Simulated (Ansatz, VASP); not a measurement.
One calculation of Ni, two programs

```
Ni
1.0
     2.48024    0.00000    0.00000
    -1.24012    2.14795    0.00000
     0.00000    0.00000    4.12640
Ni
2
Cartesian
  0.0000 1.4320 1.0316
  1.2401 0.7160 3.0948
```

Alike in both runs: task single point; functional r2SCAN; k mesh 13 × 13 × 7; occupations methfessel-paxton of order 1, width 0.02 eV; collinear spin.

|  | VASP | Ansatz |
| --- | --- | --- |
| version | VASP 6.6.1 | Ansatz 0.2.0 |
| potentials or method | VASP PAW PBE potentials, release 64 (Ni_sv_GW), cutoff 760 eV | plane waves, PAW |
| valence electrons in the cell | 36 | 36 |

|  | VASP | Ansatz | Ansatz less VASP |
| --- | --- | --- | --- |
| pressure (GPa) | -9.1 | -8.4 | +0.74 |
| traceless stress, the component that is largest in VASP (GPa) | 2.35 | 2.20 | -0.148 |
| net moment per atom (μB) | 0.68 | 0.68 | +0.001 |
| size of the moment on the site where the two differ most (μB) | 0.75 | 0.75 | -0.004 |

VASP's potentials were made for PBE, not for r2SCAN. Site moments also hang on the region over which each program counts them. Ansatz's warnings: stability check not made.
